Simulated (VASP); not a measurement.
SiC:

```
CELL_PARAMETERS angstrom
0.00000 2.18000 2.18000
2.18000 0.00000 2.18000
2.18000 2.18000 0.00000
ATOMIC_POSITIONS crystal
Si 0.00000 0.00000 0.00000
C 0.25000 0.25000 0.25000
```

Base run:

| Item | Value |
| --- | --- |
| Program | VASP 6.6.1 |
| Functional | HSE06 |
| Potentials or basis | VASP PAW PBE potentials, release 64 (Si, C) |
| Cutoff | 520 eV |
| k mesh | 6 × 6 × 6 |
| Occupations | gaussian, width 0.01 eV |
| Spin | no spin polarisation |

Its results: band gap on the k mesh 2.23 eV (least direct gap 5.73 eV); pressure -2.1 GPa.

Q: After a change of settings the same cell gave: band gap on the k mesh 2.98 eV (least direct gap 6.49 eV); pressure -2.3 GPa. Which change was it?
A. functional from HSE06 to PBE; cutoff from 520 eV to 600 eV; k mesh from 6 × 6 × 6 to 8 × 8 × 8
B. functional from HSE06 to r2SCAN; cutoff from 520 eV to 660 eV; k mesh from 6 × 6 × 6 to 8 × 8 × 8
C. functional from HSE06 to PBE0

A: C.

Caveats: the PAW data sets were made with another functional, which shifts forces and pressure a little.
